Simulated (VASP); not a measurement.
# Re (I4_1/amd) in VASP: a series of runs, part 2 of 2

VASP 6.6.1.

## 3. Single point, PBE (6.61 Å³/atom)

This run uses another cell than the first one, of 6.61 Å³/atom.

Input file INCAR:

```
SYSTEM = Re
PREC     = Accurate       ! precision mode
ENCUT    = 560            ! plane-wave cutoff, eV
EDIFF    = 1E-6           ! SCF threshold, eV
ISMEAR   = -1             ! smearing method
SIGMA    = 0.1            ! smearing width, eV
LREAL    = .False.        ! projectors in reciprocal space
LASPH    = .True.         ! aspherical terms in the spheres
NELM     = 120            ! most SCF steps
ALGO     = Normal         ! electronic algorithm
ISIF     = 2              ! what is computed and relaxed
LWAVE    = .False.        ! write WAVECAR
LCHARG   = .True.         ! write CHGCAR
GGA      = PE             ! functional
LELF     = .True.         ! ELF
LVHAR    = .True.       
NBANDS   = 22             ! bands
GGA_COMPAT= .False.
```

Input file KPOINTS:

```
Automatic mesh
0
Gamma
  18 18 18
  0 0 0
```

Input file POSCAR:

```
Re
1.0
   -1.8447202257      1.8447202257      0.9707273680
    1.8447202257     -1.8447202257      0.9707273680
    1.8447202257      1.8447202257     -0.9707273680
Re
2
Direct
   -0.3750000000     -0.1250000000     -0.2500000000
    0.3750000000      0.1250000000      0.2500000000
```

Potentials or basis: VASP PAW PBE potentials, release 64 (Re_sv_GW).

On the command line:

```bash
$ cat potpaw_PBE.64/Re_sv_GW/POTCAR > POTCAR
$ mpirun -np 1 vasp_std > vasp.out
```

OUTCAR:

```text
SYSTEM = Re
   PREC = Accurate
   ENCUT = 560
   EDIFF = 1E-6
   ISMEAR = -1
   LREAL = .False.
   LASPH = .True.
   NELM = 120
   ISIF = 2
   GGA = PE

 ion  position               nearest neighbor table
   1  0.625  0.875  0.750-   2 1.91   2 1.91   2 1.91   2 1.91   2 2.35   2 2.35   2 2.35   2 2.35
                             2 3.05   2 3.05
   2  0.375  0.125  0.250-   1 1.91   1 1.91   1 1.91   1 1.91   1 2.35   1 2.35   1 2.35   1 2.35
                             1 3.05   1 3.05

  LATTYP: Found a body centered tetragonal cell.
 ALAT       =     3.6894404514
 C/A-ratio  =     0.5262192903

  Lattice vectors:

 A1 = (  -1.8447202257,   1.8447202257,   0.9707273680)
 A2 = (   1.8447202257,  -1.8447202257,   0.9707273680)
 A3 = (   1.8447202257,   1.8447202257,  -0.9707273680)

Analysis of symmetry for initial positions (statically):
=====================================================================
 Subroutine PRICEL returns:
 Original cell was already a primitive cell.

 Routine SETGRP: Setting up the symmetry group for a
 body centered tetragonal supercell.

 Subroutine GETGRP returns: Found 16 space group operations
 (whereof  4 operations were pure point group operations)
 out of a pool of 16 trial point group operations.

The static configuration has the point symmetry C_2h.
 The point group associated with its full space group is D_4h.

Analysis of symmetry for dynamics (positions and initial velocities):
=====================================================================
 Subroutine PRICEL returns:
 Original cell was already a primitive cell.

 Routine SETGRP: Setting up the symmetry group for a
 body centered tetragonal supercell.

 Subroutine GETGRP returns: Found 16 space group operations
 (whereof  4 operations were pure point group operations)
 out of a pool of 16 trial point group operations.

The dynamic configuration has the point symmetry C_2h.
 The point group associated with its full space group is D_4h.

 Subroutine INISYM returns: Found 16 space group operations
 (whereof  4 operations are pure point group operations),
 and found     1 'primitive' translations

----------------------------------------------------------------------------------------

                                     Primitive cell

  volume of cell :      13.2135

  direct lattice vectors                    reciprocal lattice vectors
    -1.844720226  1.844720226  0.970727368     0.000000000  0.271043811  0.515077679
     1.844720226 -1.844720226  0.970727368     0.271043811  0.000000000  0.515077679
     1.844720226  1.844720226 -0.970727368     0.271043811  0.271043811  0.000000000

  length of vectors
     2.783576305  2.783576305  2.783576305     0.582039314  0.582039314  0.383313833

  position of ions in fractional coordinates (direct lattice)
     0.625000000  0.875000000  0.750000000
     0.375000000  0.125000000  0.250000000

  ion indices of the primitive-cell ions
   primitive index   ion index
                 1           1
                 2           2

----------------------------------------------------------------------------------------

 KPOINTS: Automatic mesh

Automatic generation of k-mesh.
 Grid dimensions read from file:
 generate k-points for:   18   18   18

 Generating k-lattice:

  Cartesian coordinates                     Fractional coordinates (reciprocal lattice)
     0.000000000  0.015057989  0.028615427     0.055555556  0.000000000 -0.000000000
     0.015057989  0.000000000  0.028615427     0.000000000  0.055555556 -0.000000000
     0.015057989  0.015057989  0.000000000     0.000000000  0.000000000  0.055555556

  Length of vectors
     0.032335517  0.032335517  0.021295213

  Shift w.r.t. Gamma in fractional coordinates (k-lattice)
     0.000000000  0.000000000  0.000000000

 Subroutine IBZKPT returns following result:
 ===========================================

 Found    480 irreducible k-points:

 Following reciprocal coordinates:
            Coordinates               Weight
  0.000000  0.000000  0.000000      1.000000
  0.055556 -0.000000  0.000000      8.000000
  0.111111 -0.000000  0.000000      8.000000
  0.166667  0.000000  0.000000      8.000000
  0.222222  0.000000  0.000000      8.000000
  0.277778  0.000000  0.000000      8.000000
[... 16 lines left out ...]
 -0.277778  0.055556  0.000000     16.000000
 -0.222222  0.055556  0.000000     16.000000
 [... further k-points ...]
   k-points           NKPTS =    480   k-points in BZ     NKDIM =    480   number of bands    NBANDS=     22
   number of dos      NEDOS =    301   number of ions     NIONS =      2
   total plane-waves  NPLWV =  13824
   dimension x,y,z NGX =    24 NGY =   24 NGZ =   24
   dimension x,y,z NGXF=    48 NGYF=   48 NGZF=   48
   ions per type =               2
   NGX,Y,Z   is equivalent  to a cutoff of  14.33, 14.33, 14.33 a.u.
   NGXF,Y,Z  is equivalent  to a cutoff of  28.67, 28.67, 28.67 a.u.
 SYSTEM =  Re
   PREC   = accura    normal or accurate (medium, high low for compatibility)
   ISTART =      0    job   : 0-new  1-cont  2-samecut
   ICHARG =      2    charge: 1-file 2-atom 10-const
   ISPIN  =      1    spin polarized calculation?
   LNONCOLLINEAR =      F non collinear calculations
   LSORBIT =      F    spin-orbit coupling
   LASPH  =      T    aspherical Exc in radial PAW
   ENCUT  =  560.0 eV  41.16 Ry    6.42 a.u.   5.37  5.37  5.37*2*pi/ulx,y,z
   NELM   =    120;   NELMIN=  2; NELMDL= -5     # of ELM steps
   EDIFF  = 0.1E-05   stopping-criterion for ELM
   LREAL  =      F    real-space projection
   EDIFFG = 0.1E-04   stopping-criterion for IOM
   NSW    =      0    number of steps for IOM
   IBRION =     -1    ionic relax: 0-MD 1-quasi-New 2-CG
   NFREE  =      0    steps in history (QN), initial steepest desc. (CG)
   ISIF   =      2    stress and relaxation
   ISYM   =      2    0-nonsym 1-usesym 2-fastsym
   POTIM  = 0.5000    time-step for ionic-motion
   TEBEG  =    0.0;   TEEND  =   0.0 temperature during run
   PSTRESS=    0.0 pullay stress
   NELECT =      30.0000    total number of electrons
   NUPDOWN=      -1.0000    fix difference up-down
   EMIN   =  10.00;   EMAX   =-10.00  energy-range for DOS
   EFERMI =   0.00;   METHOD = LEGACY
   ISMEAR =    -1;   SIGMA  =   0.10  broadening in eV -4-tet -1-fermi 0-gaus
   EFERMI_NEDOS =   21; number of points for ismear=-14 and -15
   IALGO  =     38    algorithm
   IMIX   =      4    mixing-type and parameters
     AMIX     =   0.40;   BMIX     =  1.00
     AMIX_MAG =   1.60;   BMIX_MAG =  1.00
  volume/ion in A,a.u.               =       6.61        44.58
  Fermi-wavevector in a.u.,A,eV,Ry     =   2.151671  4.066068 62.990717  4.629687
  Thomas-Fermi vector in A             =   3.127820
   LORBIT       =      0    0 simple, 1 ext, 2 COOP (PROOUT), +10 PAW based schemes
   GGA     = PE    functional components
   LHFCALC =     F    Hartree Fock is set to
   AEXX    =    0.0000 exact exchange contribution
   IVDW    =     0    specifies the selected vdW correction
   LEPSILON=     F    determine dielectric tensor
   LRPA    =     F    only Hartree local field effects (RPA)
 non-spin polarized calculation
  energy-cutoff  :      560.00
  volume of cell :       13.21
 maximum number of plane-waves:       419
 NGX is ok and might be reduce to    24
   NGX = 11   NGY = 11   NGZ = 11

 number of electron      29.9999999 magnetization

 Free energy of the ion-electron system (eV)
  ---------------------------------------------------
  ext. energy  EPLUGINS =         0.00000000
  ---------------------------------------------------
  free energy    TOTEN  =        24.60145778 eV

  energy without entropy =       24.62265337  energy(sigma->0) =       24.61205558

 E-fermi :  34.1732     XC(G=0): -19.5825

 val. band max:       34.1674086674   @ k =   0.5000   0.3889   0.0556
 cond. band min:      34.1774916790   @ k =  -0.2222   0.2222   0.1667
 fundamental gap:      0.0100830116
 Fermi energy:        34.1731871327

 k-point     1 :       0.0000    0.0000    0.0000
  band No.  band energies     occupation
      1     -52.5067      2.00000
      2     -47.8074      2.00000
      3     -17.2608      2.00000
      4     -17.2608      2.00000
      5      -7.3139      2.00000
      6      -7.3139      2.00000
[... 574 lines left out ...]
      6     -10.1300      2.00000
[... 14 lines left out ...]
     21      53.8236      0.00000
     22      58.9738      0.00000

 [... further k-points ...]

------------------------ aborting loop because EDIFF is reached ----------------------------------------

  FORCE on cell =-STRESS in cart. coord.  units (eV):
  Direction    XX          YY          ZZ          XY          YZ          ZX
  --------------------------------------------------------------------------------------
  -------------------------------------------------------------------------------------
  Total      151.7970651    151.7970651    151.8905758     -0.0000000      0.0000000      0.0000000
  in kB    18405.8412917  18405.8412917  18417.1797445     -0.0000000      0.0000000      0.0000000
  external PRESSURE =   18409.6207760 kB  Pullay stress =       0.0000000 kB

 VOLUME and BASIS-vectors are now :
 -----------------------------------------------------------------------------
  energy-cutoff  :      560.00
  volume of cell :       13.21
      direct lattice vectors                 reciprocal lattice vectors
    -1.844720226  1.844720226  0.970727368     0.000000000  0.271043811  0.515077679
     1.844720226 -1.844720226  0.970727368     0.271043811  0.000000000  0.515077679
     1.844720226  1.844720226 -0.970727368     0.271043811  0.271043811  0.000000000

 POSITION                                       TOTAL-FORCE (eV/Angst)
 -----------------------------------------------------------------------------------
      1.84472      0.92236      0.72805        -0.000000     -0.000000     -0.000000
     -0.00000      0.92236      0.24268         0.000000      0.000000      0.000000
 -----------------------------------------------------------------------------------
    total drift:                               -0.000000      0.000000     -0.000000

  FREE ENERGIE OF THE ION-ELECTRON SYSTEM (eV)
  ---------------------------------------------------
  free  energy   TOTEN  =        24.6014577821 eV

  energy  without entropy=       24.6226533706  energy(sigma->0) =       24.61205558
```

It took 86 s on 1 thread of Intel Xeon Platinum 8488C (Sapphire Rapids), shared host; peak memory 0.27 GiB.

The run converged, but its numbers aren't listed here, since they failed a check.

Caveat: atoms lie so close that the PAW spheres overlap strongly, which falsifies energies and pressures; the cell stands under pressure; spin-orbit coupling is left out, which moves the levels of the heavy elements.

## 4. Single point, PBE (9.08 Å³/atom)

This run uses another cell than the first one, of 9.08 Å³/atom.

Input file INCAR:

```
SYSTEM = Re
  PREC = Accurate
  ENCUT = 500
  EDIFF = 1E-6
  ISMEAR = -1
  SIGMA = 0.1
  LREAL = .False.
  LASPH = .True.
  NELM = 300
  ALGO = All
  ISIF = 2
  LWAVE = .False.
  LCHARG = .False.
  GGA = PE
  NBANDS = 14
  GGA_COMPAT = .False.
  ISEARCH = 1
  KPAR = 4
```

Input file KPOINTS:

```
regular mesh
0
Gamma
  18 18 18
  0 0 0
```

Input file POSCAR:

```
Re
1.0
   -2.0534868827      2.0534868827      1.0771523294
    2.0534868827     -2.0534868827      1.0771523294
    2.0534868827      2.0534868827     -1.0771523294
Re
2
Direct
   -0.3750000000     -0.1250000000     -0.2500000000
    0.3750000000      0.1250000000      0.2500000000
```

Potentials or basis: VASP PAW PBE potentials, release 64 (Re).

On the command line:

```bash
$ cat potpaw_PBE.64/Re/POTCAR > POTCAR
$ mpirun -np 4 vasp_std > vasp.out
```

OUTCAR:

```text
SYSTEM = Re
   PREC = Accurate
   ENCUT = 500
   EDIFF = 1E-6
   ISMEAR = -1
   LREAL = .False.
   LASPH = .True.
   NELM = 300
   ISIF = 2
   GGA = PE

 ion  position               nearest neighbor table
   1  0.625  0.875  0.750-   2 2.12   2 2.12   2 2.12   2 2.12   2 2.61   2 2.61   2 2.61   2 2.61
                             2 3.39   2 3.39
   2  0.375  0.125  0.250-   1 2.12   1 2.12   1 2.12   1 2.12   1 2.61   1 2.61   1 2.61   1 2.61
                             1 3.39   1 3.39

  LATTYP: Found a body centered tetragonal cell.
 ALAT       =     4.1069737654
 C/A-ratio  =     0.5245479474

[... 599 lines left out ...]

  FORCE on cell =-STRESS in cart. coord.  units (eV):
  Direction    XX          YY          ZZ          XY          YZ          ZX
  --------------------------------------------------------------------------------------
  -------------------------------------------------------------------------------------
  Total       65.9053016     65.9053016     65.9935489      0.0000000      0.0000000      0.0000000
  in kB     5811.7905132   5811.7905132   5819.5725157      0.0000000      0.0000000      0.0000000
  external PRESSURE =    5814.3845140 kB  Pullay stress =       0.0000000 kB

 VOLUME and BASIS-vectors are now :
 -----------------------------------------------------------------------------
  energy-cutoff  :      500.00
  volume of cell :       18.17
      direct lattice vectors                 reciprocal lattice vectors
    -2.053486883  2.053486883  1.077152329     0.000000000  0.243488285  0.464186899
     2.053486883 -2.053486883  1.077152329     0.243488285  0.000000000  0.464186899
     2.053486883  2.053486883 -1.077152329     0.243488285  0.243488285  0.000000000

 POSITION                                       TOTAL-FORCE (eV/Angst)
 -----------------------------------------------------------------------------------
      2.05349      1.02674      0.80786         0.000000     -0.000000     -0.000000
     -0.00000      1.02674      0.26929        -0.000000      0.000000      0.000000
 -----------------------------------------------------------------------------------
    total drift:                               -0.000000      0.000000      0.000000

  FREE ENERGIE OF THE ION-ELECTRON SYSTEM (eV)
  ---------------------------------------------------
  free  energy   TOTEN  =        -6.4713457205 eV

  energy  without entropy=       -6.4285460817  energy(sigma->0) =       -6.44994590
```

OSZICAR:

```text
N       E                     dE             d eps       ncg     rms           ort
DAV:   1     0.351045496095E+02    0.35105E+02   -0.77959E+03  6720   0.161E+03
DAV:   2    -0.736871835914E+01   -0.42473E+02   -0.38706E+02  6720   0.345E+02
DAV:   3    -0.803805214678E+01   -0.66933E+00   -0.66175E+00  6720   0.352E+01
DAV:   4    -0.804316826234E+01   -0.51161E-02   -0.51143E-02  6720   0.204E+00
DAV:   5    -0.804324278337E+01   -0.74521E-04   -0.74519E-04  6720   0.424E-01
SDA:   6    -0.638479629532E+01    0.16584E+01   -0.74519E-04  6720   0.908E+00   0.000E+00
CGA:   7    -0.640895757715E+01   -0.24161E-01   -0.24118E-01  6720   0.932E-01  -0.239E-02
CGA:   8    -0.644122967255E+01   -0.32272E-01   -0.32180E-01  6720   0.473E+00   0.600E-03
CGA:   9    -0.646631770459E+01   -0.25088E-01   -0.25091E-01  6720   0.960E-02   0.101E-02
CGA:  10    -0.646718356083E+01   -0.86586E-03   -0.86520E-03  6720   0.140E-01  -0.177E-04
CGA:  11    -0.647105764369E+01   -0.38741E-02   -0.38524E-02  6720   0.350E-02   0.199E-03
CGA:  12    -0.647120888728E+01   -0.15124E-03   -0.15112E-03  6720   0.177E-03  -0.133E-04
CGA:  13    -0.647125768543E+01   -0.48798E-04   -0.48768E-04  6720   0.599E-03   0.369E-06
CGA:  14    -0.647133627256E+01   -0.78587E-04   -0.78063E-04  6720   0.387E-04  -0.101E-04
CGA:  15    -0.647133850341E+01   -0.22309E-05   -0.22345E-05  6720   0.667E-05  -0.144E-07
CGA:  16    -0.647134229755E+01   -0.37941E-05   -0.37995E-05  6720   0.274E-04  -0.777E-07
CGA:  17    -0.647134561776E+01   -0.33202E-05   -0.30870E-05  6720   0.169E-05  -0.265E-05
CGA:  18    -0.647134572051E+01   -0.10275E-06   -0.12003E-06  6720   0.545E-06   0.151E-06
   1 F= -.64713457E+01 E0= -.64499459E+01  d E =-.427996E-01
```

Run time: 47 s. Hardware: 4 MPI ranks of Intel Xeon Platinum 8375C at 2.90GHz (Ice Lake), shared host; peak memory 0.32 GiB.

Results:

```yaml
Free_energy: -6.4713 eV
Pressure: 581.4 GPa
Band_gap_on_the_k_mesh: zero (bands 7 and 8 overlap by 5.02 eV)
```

Stress tensor (GPa, compression positive):
```
581.18   0.00   0.00
  0.00 581.18   0.00
  0.00   0.00 581.96
```

Caveat: the cell stands under pressure; spin-orbit coupling is left out, which moves the levels of the heavy elements.
